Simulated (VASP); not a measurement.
Si:

```
Si
1.0
     0.00000    2.71356    2.71356
     2.71356    0.00000    2.71356
     2.71356    2.71356    0.00000
Si
2
Direct
  0.75000 0.75000 0.75000
  0.50000 0.50000 0.50000
```

Base run:

```yaml
Program: VASP 6.6.1
Functional: PBE
Potentials_or_basis: VASP PAW PBE potentials, release 64 (Si)
Cutoff: 500 eV
k_mesh: 5 × 5 × 5
Occupations: fermi-dirac, width 0.1 eV
Spin: no spin polarisation
```

Its results: band gap on the k mesh 0.57 eV, indirect (least direct gap 2.56 eV); pressure 2.3 GPa.

Problem. The run is repeated on the same cell with these changes: functional from PBE to r2SCAN; cutoff from 500 eV to 550 eV. What comes out?

Solution. Band gap on the k mesh 0.77 eV, indirect (least direct gap 2.76 eV); pressure 0.9 GPa.

r2SCAN gives the wider gap, since meta-GGAs in the generalised Kohn-Sham scheme recover part of the derivative discontinuity.

Caveats: the PAW data sets were made with another functional, which shifts forces and pressure a little (some runs).

A k mesh can miss the band edges.
